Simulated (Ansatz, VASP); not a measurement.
One calculation of Ba, two programs

The input INCAR:

```
  PREC = Accurate
  ENCUT = 520
  EDIFF = 1E-6
  ISMEAR = 0
  SIGMA = 0.15
  LREAL = False
  LASPH = True
  NELM = 80
  ALGO = Fast
  ISIF = 2
  LWAVE = False
  LCHARG = False
  GGA = PS
  NBANDS = 11
```

KPOINTS

```
regular mesh
0
Gamma
  12 12 14
```

POSCAR

```
Ba
1.0
    3.8796605000      0.0000000000      0.0000000000
    0.0000000000      3.8796605000      0.0000000000
    0.0000000000      0.0000000000      3.6596220850
Ba
1
Direct
    0.5000000000      0.5000000000      0.5000000000
```

Input for Ansatz:

```yaml
crystal:
  lattice:
    - [3.8796605, 0.0, 0.0]
    - [0.0, 3.8796605, 0.0]
    - [0.0, 0.0, 3.659622085]
  atoms:
    - { symbol: Ba, position: [0.5, 0.5, 0.5] }
basis:
  ecutwfc: 420
kpoints:
  mp_grid: { grid: [12, 12, 14] }
hamiltonian:
  xc: pbesol
scf:
  occupations: { method: gaussian, width: 0.15 }
output:
  forces: true
  stress: true
  eigenvalues: true
```

Change from the starting cell: strain -0.030 along x and y, +0.015 along z, atoms carried along.

Alike in both runs: task single point; functional PBEsol; k mesh 12 × 12 × 14; occupations gaussian, width 0.15 eV; no spin polarisation.

|  | VASP | Ansatz |
| --- | --- | --- |
| version | VASP 6.6.1 | Ansatz 0.2.0 |
| potentials or method | VASP PAW PBE potentials, release 64 (Ba_sv), cutoff 520 eV | scalar-relativistic, plane waves, PAW |
| valence electrons in the cell | 10 | 10 |

VASP gave:

- gap on the k mesh at the Fermi level (eV): none
- pressure (GPa): 0.3
- traceless stress, the component that is largest in VASP (GPa): 1.48

**Question.** What did Ansatz give for the same quantities?

**Answer.** gap on the k mesh at the Fermi level (eV): none; pressure (GPa): 0.1; traceless stress, the component that is largest in VASP (GPa): 1.40.

VASP's potentials were made for PBE, not for PBEsol. A gap of «none» marks a metal or a gap that the smearing closes. The functional is the same, so the differences come from potentials, cutoffs and numerics.

Spin-orbit coupling is off throughout.
